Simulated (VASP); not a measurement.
# CoO (Fm-3m) in VASP: a series of runs, part 3 of 3

VASP 6.6.1. The steps go on from the part before.

## (5) Electric field gradients, PBEsol, collinear spin, ferromagnetic start (volume scaled by 1.02)

Input file INCAR:

```
PREC = Accurate
ENCUT = 520
EDIFF = 1E-8
ISMEAR = -1
SIGMA = 0.05
LREAL = False
LASPH = True
NELM = 150
ALGO = Normal
ISIF = 2
LWAVE = False
LCHARG = False
ISPIN = 2
MAGMOM = 2 0
LORBIT = 11
LMAXMIX = 4
GGA = PS
LEFG = True
NBANDS = 18
```

Input file KPOINTS:

```
regular mesh
0
Gamma
  16 16 16
```

Input file POSCAR:

```
CoO
1.0
    0.0000000000      2.1456163054      2.1456163054
    2.1456163054      0.0000000000      2.1456163054
    2.1456163054      2.1456163054      0.0000000000
Co O
1 1
Direct
    0.0000000000      0.0000000000      0.0000000000
    0.5000000000      0.5000000000      0.5000000000
```

Potentials or basis: VASP PAW PBE potentials, release 64 (Co, O).

Started as:

```bash
$ cat potpaw_PBE.64/Co/POTCAR potpaw_PBE.64/O/POTCAR > POTCAR
$ mpirun -np 1 vasp_std > vasp.out
```

OUTCAR:

```text
PREC = Accurate
   ENCUT = 520
   EDIFF = 1E-8
   ISMEAR = -1
   LREAL = False
   LASPH = True
   NELM = 150
   ISIF = 2
   ISPIN = 2
   LORBIT = 11
   GGA = PS

 ion  position               nearest neighbor table
   1  0.000  0.000  0.000-   2 2.15   2 2.15   2 2.15   2 2.15   2 2.15   2 2.15
   2  0.500  0.500  0.500-   1 2.15   1 2.15   1 2.15   1 2.15   1 2.15   1 2.15

  LATTYP: Found a face centered cubic cell.
 ALAT       =     4.2912326108

  Lattice vectors:

 A1 = (   0.0000000000,   2.1456163054,   2.1456163054)
 A2 = (   2.1456163054,   0.0000000000,   2.1456163054)
 A3 = (   2.1456163054,   2.1456163054,   0.0000000000)

Analysis of symmetry for initial positions (statically):
=====================================================================
 Subroutine PRICEL returns:
 Original cell was already a primitive cell.

 Routine SETGRP: Setting up the symmetry group for a
 face centered cubic supercell.

 Subroutine GETGRP returns: Found 48 space group operations
 (whereof 48 operations were pure point group operations)
 out of a pool of 48 trial point group operations.

The static configuration has the point symmetry O_h .

Analysis of symmetry for dynamics (positions and initial velocities):
=====================================================================
 Subroutine PRICEL returns:
 Original cell was already a primitive cell.

 Routine SETGRP: Setting up the symmetry group for a
 face centered cubic supercell.

[... 1191 lines left out ...]
  Direction    XX          YY          ZZ          XY          YZ          ZX
  --------------------------------------------------------------------------------------
  -------------------------------------------------------------------------------------
  Total       -1.7366271     -1.7366271     -1.7366271      0.0000000     -0.0000000     -0.0000000
  in kB     -140.8416051   -140.8416051   -140.8416051      0.0000000     -0.0000000     -0.0000000
  external PRESSURE =    -140.8416051 kB  Pullay stress =       0.0000000 kB

 VOLUME and BASIS-vectors are now :
 -----------------------------------------------------------------------------
  energy-cutoff  :      520.00
  volume of cell :       19.76
      direct lattice vectors                 reciprocal lattice vectors
     0.000000000  2.145616305  2.145616305    -0.233033278  0.233033278  0.233033278
     2.145616305  0.000000000  2.145616305     0.233033278 -0.233033278  0.233033278
     2.145616305  2.145616305  0.000000000     0.233033278  0.233033278 -0.233033278

 POSITION                                       TOTAL-FORCE (eV/Angst)
 -----------------------------------------------------------------------------------
      0.00000      0.00000      0.00000        -0.000000     -0.000000     -0.000000
      2.14562      2.14562      2.14562         0.000000      0.000000      0.000000
 -----------------------------------------------------------------------------------
    total drift:                                0.000000     -0.000000     -0.000000

  FREE ENERGIE OF THE ION-ELECTRON SYSTEM (eV)
  ---------------------------------------------------
  free  energy   TOTEN  =       -13.9277905327 eV

  energy  without entropy=      -13.8949109937  energy(sigma->0) =      -13.91135076

 Electric field gradients (V/A^2)
---------------------------------------------------------------------
 ion       V_xx      V_yy      V_zz      V_xy      V_xz      V_yz
---------------------------------------------------------------------
   1       0.000    -0.000    -0.000     0.001     0.001     0.001
   2       0.000    -0.000    -0.000    -0.002    -0.002    -0.002
---------------------------------------------------------------------

 Electric field gradients after diagonalization (V/A^2)
 (convention: |V_zz| > |V_xx| > |V_yy|)
----------------------------------------------------------------------
 ion       V_xx      V_yy      V_zz     asymmetry (V_yy - V_xx)/ V_zz
----------------------------------------------------------------------
   1      -0.001    -0.001     0.003       0.000
   2       0.002     0.002    -0.004       0.000
----------------------------------------------------------------------

           NMR quadrupolar parameters

 Cq : quadrupolar parameter    Cq=e*Q*V_zz/h
 eta: asymmetry parameters     (V_yy - V_xx)/ V_zz
 Q  : nuclear electric quadrupole moment in mb (millibarn)
----------------------------------------------------------------------
 ion       Cq(MHz)       eta       Q (mb)
----------------------------------------------------------------------
   1       0.000       0.000       1.000
   2      -0.000       0.000       1.000
----------------------------------------------------------------------

 total charge

# of ion       s       p       d       tot
------------------------------------------
    1        0.292   0.347   7.126   7.764
    2        1.550   3.390   0.000   4.940
--------------------------------------------------
tot          1.842   3.736   7.126  12.704

 magnetization (x)

# of ion       s       p       d       tot
------------------------------------------
    1        0.019   0.017   2.556   2.592
    2        0.029   0.296   0.000   0.325
--------------------------------------------------
tot          0.048   0.313   2.556   2.917
```

OSZICAR:

```text
N       E                     dE             d eps       ncg     rms          rms(c)
DAV:   1     0.755688565627E+02    0.75569E+02   -0.65428E+03 10848   0.949E+02
DAV:   2    -0.115219899689E+02   -0.87091E+02   -0.75187E+02 10946   0.220E+02
DAV:   3    -0.162502154095E+02   -0.47282E+01   -0.45585E+01 12144   0.542E+01
DAV:   4    -0.162989052886E+02   -0.48690E-01   -0.48646E-01 12642   0.525E+00
DAV:   5    -0.163000334699E+02   -0.11282E-02   -0.11280E-02 12806   0.802E-01    0.162E+01
DAV:   6    -0.154310611755E+02    0.86897E+00   -0.17453E+01 13042   0.621E+01    0.209E+01
DAV:   7    -0.140615558427E+02    0.13695E+01   -0.84020E+00 12994   0.489E+01    0.813E+00
DAV:   8    -0.139469480647E+02    0.11461E+00   -0.42651E-01 14946   0.101E+01    0.386E+00
DAV:   9    -0.139553973072E+02   -0.84492E-02   -0.28973E-01 15324   0.870E+00    0.275E+00
DAV:  10    -0.139275514840E+02    0.27846E-01   -0.12014E-01 15262   0.673E+00    0.298E-01
DAV:  11    -0.139281928400E+02   -0.64136E-03   -0.14069E-02 14046   0.125E+00    0.315E-01
DAV:  12    -0.139278049206E+02    0.38792E-03   -0.10263E-03 15362   0.522E-01    0.730E-02
DAV:  13    -0.139278248700E+02   -0.19949E-04   -0.64300E-05 12148   0.677E-02    0.890E-02
DAV:  14    -0.139277912332E+02    0.33637E-04   -0.34629E-05 15606   0.956E-02    0.282E-02
DAV:  15    -0.139277908707E+02    0.36243E-06   -0.52416E-06 15764   0.361E-02    0.140E-02
DAV:  16    -0.139277903683E+02    0.50247E-06   -0.46507E-06 15494   0.312E-02    0.254E-03
DAV:  17    -0.139277905393E+02   -0.17105E-06   -0.59568E-07 11700   0.637E-03    0.201E-03
DAV:  18    -0.139277905327E+02    0.66216E-08   -0.28386E-08  9136   0.174E-03
   1 F= -.13927791E+02 E0= -.13911351E+02  d E =-.328795E-01  mag=     2.9727
```

stdout:

```text
POSCAR found type information on POSCAR CoO
 POSCAR found :  2 types and       2 ions
 scaLAPACK will be used
 -----------------------------------------------------------------------------
|                                                                             |
|                                                                             |
|     You enforced a specific xc type in the INCAR file but a different       |
|     I HOPE YOU KNOW WHAT YOU ARE DOING!                                     |
|                                                                             |
 -----------------------------------------------------------------------------

 LDA part: xc-table for (Slater+PW92), standard interpolation
 POSCAR, INCAR and KPOINTS ok, starting setup
 FFT: planning ... GRIDC
 FFT: planning ... GRID_SOFT
 FFT: planning ... GRID
 WAVECAR not read
 entering main loop
ion   1

ion   2
```

Run time: 59 s. Hardware: 1 thread of Intel Xeon Platinum 8488C (Sapphire Rapids), shared host; peak memory 0.2 GiB.

Results:

| Property | Result |
| --- | --- |
| Free energy | -13.9278 eV |
| Pressure | -14.1 GPa |
| Band gap on the k mesh | zero (filled and empty bands overlap) |
| Net moment | 2.97 μB per cell |
| Site moments | Co +2.59; O +0.33 μB |
| Valence electrons inside the program's atomic spheres | Co 7.76; O 4.94 |

Caveat: without QUAD_EFG the Cq values of the log hold for a quadrupole moment of 1 mb, not for the nuclei; the PAW data sets were made with another functional, which shifts forces and pressure a little; a cell with one magnetic atom can't hold antiferromagnetic order, which such compounds often take; semilocal functionals often make such compounds metallic where correlation or magnetic order opens a gap, which also shifts bond lengths.

## (6) Electric field gradients, PBEsol, collinear spin, ferromagnetic start (volume scaled by 1.04)

Input file INCAR:

```
SYSTEM = CoO
  ALGO = Normal
  EDIFF = 1E-8
  ENCUT = 520
  GGA = PS
  ISIF = 2
  ISMEAR = -1
  ISPIN = 2
  LASPH = .TRUE.
  LCHARG = .FALSE.
  LEFG = .TRUE.
  LMAXMIX = 4
  LORBIT = 11
  LREAL = .FALSE.
  LWAVE = .FALSE.
  MAGMOM = 2 0
  NBANDS = 18
  NELM = 150
  PREC = Accurate
  SIGMA = 0.05
```

Input file KPOINTS:

```
k-points
0
G
  16 16 16
  0 0 0
```

Input file POSCAR:

```
CoO
1.0
    0.0000000000      2.1595492692      2.1595492692
    2.1595492692      0.0000000000      2.1595492692
    2.1595492692      2.1595492692      0.0000000000
Co O
1 1
Direct
    0.0000000000      0.0000000000      0.0000000000
    0.5000000000      0.5000000000      0.5000000000
```

Potentials or basis: VASP PAW PBE potentials, release 64 (Co, O).

Started as:

```bash
$ cat potpaw_PBE.64/Co/POTCAR potpaw_PBE.64/O/POTCAR > POTCAR
$ mpirun -np 1 vasp_std > vasp.out
```

OUTCAR:

```text
SYSTEM = CoO
   EDIFF = 1E-8
   ENCUT = 520
   GGA = PS
   ISIF = 2
   ISMEAR = -1
   ISPIN = 2
   LASPH = .TRUE.
   LORBIT = 11
   LREAL = .FALSE.
   NELM = 150
   PREC = Accurate

 ion  position               nearest neighbor table
   1  0.000  0.000  0.000-   2 2.16   2 2.16   2 2.16   2 2.16   2 2.16   2 2.16
   2  0.500  0.500  0.500-   1 2.16   1 2.16   1 2.16   1 2.16   1 2.16   1 2.16

  LATTYP: Found a face centered cubic cell.
 ALAT       =     4.3190985384

  Lattice vectors:

 A1 = (   0.0000000000,   2.1595492692,   2.1595492692)
 A2 = (   2.1595492692,   0.0000000000,   2.1595492692)
 A3 = (   2.1595492692,   2.1595492692,   0.0000000000)

Analysis of symmetry for initial positions (statically):
=====================================================================
[... 1251 lines left out ...]
 ion       V_xx      V_yy      V_zz     asymmetry (V_yy - V_xx)/ V_zz
----------------------------------------------------------------------
   1      -0.001    -0.001     0.002       0.000
   2       0.002     0.002    -0.004       0.000
----------------------------------------------------------------------

           NMR quadrupolar parameters

 Cq : quadrupolar parameter    Cq=e*Q*V_zz/h
 eta: asymmetry parameters     (V_yy - V_xx)/ V_zz
 Q  : nuclear electric quadrupole moment in mb (millibarn)
----------------------------------------------------------------------
 ion       Cq(MHz)       eta       Q (mb)
----------------------------------------------------------------------
   1       0.000       0.000       1.000
   2      -0.000       0.000       1.000
----------------------------------------------------------------------

 total charge

# of ion       s       p       d       tot
------------------------------------------
    1        0.287   0.334   7.113   7.734
    2        1.551   3.380   0.000   4.931
--------------------------------------------------
tot          1.837   3.714   7.113  12.665

 magnetization (x)

# of ion       s       p       d       tot
------------------------------------------
    1        0.019   0.016   2.568   2.603
    2        0.028   0.299   0.000   0.327
--------------------------------------------------
tot          0.047   0.315   2.568   2.930
```

OSZICAR:

```text
N       E                     dE             d eps       ncg     rms          rms(c)
DAV:   1     0.762502204684E+02    0.76250E+02   -0.65725E+03 10850   0.947E+02
DAV:   2    -0.113467718928E+02   -0.87597E+02   -0.75526E+02 10964   0.219E+02
DAV:   3    -0.162445627821E+02   -0.48978E+01   -0.47409E+01 12150   0.550E+01
DAV:   4    -0.162960609738E+02   -0.51498E-01   -0.51451E-01 12854   0.540E+00
DAV:   5    -0.162973269166E+02   -0.12659E-02   -0.12657E-02 12768   0.849E-01    0.161E+01
DAV:   6    -0.155059205559E+02    0.79141E+00   -0.18296E+01 13136   0.627E+01    0.216E+01
DAV:   7    -0.140447344736E+02    0.14612E+01   -0.93883E+00 13032   0.503E+01    0.807E+00
DAV:   8    -0.139114427975E+02    0.13329E+00   -0.45806E-01 14874   0.103E+01    0.371E+00
DAV:   9    -0.139246326444E+02   -0.13190E-01   -0.31591E-01 15364   0.898E+00    0.264E+00
DAV:  10    -0.138899626736E+02    0.34670E-01   -0.13807E-01 15360   0.715E+00    0.295E-01
DAV:  11    -0.138913656448E+02   -0.14030E-02   -0.11241E-02 12926   0.916E-01    0.251E-01
DAV:  12    -0.138909903905E+02    0.37525E-03   -0.66606E-04 15968   0.429E-01    0.616E-02
DAV:  13    -0.138910071636E+02   -0.16773E-04   -0.53489E-05 12144   0.596E-02    0.661E-02
DAV:  14    -0.138909863496E+02    0.20814E-04   -0.23368E-05 14998   0.841E-02    0.215E-02
DAV:  15    -0.138909870774E+02   -0.72779E-06   -0.32635E-06 15658   0.263E-02    0.129E-02
DAV:  16    -0.138909865105E+02    0.56696E-06   -0.46840E-06 15382   0.311E-02    0.321E-03
DAV:  17    -0.138909866359E+02   -0.12544E-06   -0.63146E-07 13130   0.750E-03    0.168E-03
DAV:  18    -0.138909866341E+02    0.17644E-08   -0.17349E-08  9544   0.144E-03
   1 F= -.13890987E+02 E0= -.13874456E+02  d E =-.330616E-01  mag=     2.9868
```

Run time: 59 s. Hardware: 1 thread of Intel Xeon Platinum 8488C (Sapphire Rapids), shared host; peak memory 0.21 GiB.

Results:

```yaml
Free_energy: -13.8910 eV
Pressure: -16.7 GPa
Band_gap_on_the_k_mesh: zero (filled and empty bands overlap)
Net_moment: 2.99 μB per cell
Site_moments: Co +2.60; O +0.33 μB
Valence_electrons_inside_the_program's_atomic_spheres: Co 7.73; O 4.93
```

Levels at points of the mesh, in eV from the Fermi level:
Spin up:
```tsv
k point	band 7	band 8	band 9	band 10	band 11	band 12
(0.00, 0.00, 0.00)	-3.05	-3.05	-3.05	0.64	16.44	17.60
(0.50, 0.00, 0.00)	-1.90	-0.04	-0.04	4.77	8.81	12.95
(0.50, 0.50, 0.00)	-2.51	-2.17	-2.17	5.42	9.38	11.27
```
Spin down:
| k point | band 4 | band 5 | band 6 | band 7 | band 8 | band 9 |
| --- | --- | --- | --- | --- | --- | --- |
| (0.00, 0.00, 0.00) | -2.42 | -1.02 | -1.02 | -1.02 | -0.08 | -0.08 |
| (0.50, 0.00, 0.00) | -4.43 | -0.11 | -0.11 | 0.19 | 2.47 | 2.47 |
| (0.50, 0.50, 0.00) | -3.64 | -2.09 | 0.14 | 0.14 | 0.36 | 0.76 |

Caveat: without QUAD_EFG the Cq values of the log hold for a quadrupole moment of 1 mb, not for the nuclei; the PAW data sets were made with another functional, which shifts forces and pressure a little; a cell with one magnetic atom can't hold antiferromagnetic order, which such compounds often take; semilocal functionals often make such compounds metallic where correlation or magnetic order opens a gap, which also shifts bond lengths.

## (7) Overview

| cell | gap on the mesh (eV) | pressure (GPa) | moment (μB) |
| --- | --- | --- | --- |
| a = 2.974 Å, angles 60.0°, 2 atoms | none | -5.2 | 2.82 |
| a = 2.994 Å, angles 60.0°, 2 atoms | none | -8.2 | 2.90 |
| a = 3.014 Å, angles 60.0°, 2 atoms | none | -11.2 | 2.95 |
| a = 3.034 Å, angles 60.0°, 2 atoms | none | -14.1 | 2.97 |
| a = 3.054 Å, angles 60.0°, 2 atoms | none | -16.7 | 2.99 |

Alike in all rows: task electric field gradients; level PBEsol; potentials or basis VASP PAW PBE potentials, release 64 (Co, O); spin collinear, ferromagnetic start; k mesh 16 × 16 × 16; cutoff (eV) 520; smearing fermi-dirac 0.05 eV.

Caveats: the PAW data sets were made with another functional, which shifts forces and pressure a little; a cell with one magnetic atom can't hold antiferromagnetic order, which such compounds often take; semilocal functionals often make such compounds metallic where correlation or magnetic order opens a gap, which also shifts bond lengths.

Absolute energies hang on the potentials; compare differences alone.
